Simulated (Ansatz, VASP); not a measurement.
SiGe2 in VASP and in Ansatz

Contents of INCAR:

```
PREC = Accurate ; ENCUT = 520
EDIFF = 1E-7 ; ISMEAR = 0
SIGMA = 0.1 ; LREAL = False
LASPH = True ; NELM = 60
ALGO = Normal ; ISIF = 2
LWAVE = False ; LCHARG = True
GGA = PE ; LELF = True
LVHAR = True ; NBANDS = 23
```

The input KPOINTS:

```
regular mesh
0
Gamma
  6 6 4
```

POSCAR

```
SiGe2
1.0
    2.9374052400      0.0000000000      0.0000000000
   -1.4687026200      2.5438675600      0.0000000000
    0.0000000000      0.0000000000      7.1951440100
Si Ge
1 2
Direct
    0.0000000000      0.0000000000      0.0000000000
    0.3333333300      0.6666666700      0.6666666700
    0.6666666700      0.3333333300      0.3333333300
```

Input for Ansatz:

```yaml
crystal:
  lattice:
    - [2.93740524, 0.0, 0.0]
    - [-1.46870262, 2.54386756, 0.0]
    - [0.0, 0.0, 7.19514401]
  atoms:
    - { symbol: Si, position: [0.0, 0.0, 0.0] }
    - { symbol: Ge, position: [0.33333333, 0.66666667, 0.66666667] }
    - { symbol: Ge, position: [0.66666667, 0.33333333, 0.33333333] }
basis:
  ecutwfc: 420
kpoints:
  mp_grid: { grid: [6, 6, 4] }
hamiltonian:
  xc: pbe
scf:
  occupations: { method: gaussian, width: 0.1 }
  lower_state_search: "off"
output:
  forces: true
  stress: true
  eigenvalues: true
```

Alike in both runs: task single point; functional PBE; k mesh 6 × 6 × 4; occupations gaussian, width 0.1 eV; no spin polarisation.

|  | VASP | Ansatz |
| --- | --- | --- |
| version | VASP 6.6.1 | Ansatz 0.2.0 |
| potentials or method | VASP PAW PBE potentials, release 64 (Si, Ge_d), cutoff 520 eV | scalar-relativistic, plane waves, PAW |
| valence electrons in the cell | 32 | 32 |

```csv
,VASP,Ansatz,Ansatz less VASP
gap on the k mesh at the Fermi level (eV),none,none,-
pressure (GPa),2.1,2.1,+0.02
"traceless stress, the component that is largest in VASP (GPa)",-1.39,-1.38,+0.011
rms of the force components (eV/Å),0.181,0.180,-0.0014
```

Atom by atom the forces differ by 0.001 eV/Å (rms over components). A gap of «none» marks a metal or a gap that the smearing closes.

The k mesh is coarse, so the values compare programs but aren't converged.
